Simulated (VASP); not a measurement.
Input of a VASP 6.6.1 run:

The input INCAR:

```
PREC = Accurate ; ENCUT = 520
EDIFF = 1E-6 ; ISMEAR = -1
SIGMA = 0.08 ; LREAL = F
LASPH = T ; NELM = 100
ALGO = Normal ; ISIF = 2
LWAVE = F ; LCHARG = T
GGA = PS ; LELF = T
LVHAR = T ; NBANDS = 17
```

Contents of KPOINTS:

```
Automatic mesh
0
Gamma
  11 11 6
```

Contents of POSCAR:

```
Ca
1.0
    3.5417495595      0.0000000000      0.0000000000
   -1.7708747797      3.0672450924      0.0000000000
    0.0000000000      0.0000000000      5.8580773078
Ca
2
Direct
    0.3333333333      0.6666666667      0.2500000000
    0.6666666667      0.3333333333      0.7500000000
```

Potentials or basis: VASP PAW PBE potentials, release 64 (Ca_sv).

Run with:

```console
$ cat potpaw_PBE.64/Ca_sv/POTCAR > POTCAR
$ mpirun -np 1 vasp_std > vasp.out
```

(1) What does it give for the pressure?

(2) What does it give for the band gap on the k mesh?

Results:

(1) 6.5 GPa.

(2) zero (bands 10 and 11 overlap by 0.17 eV).

Caveat: the cell stands under pressure; the PAW data sets were made with another functional, which shifts forces and pressure a little.
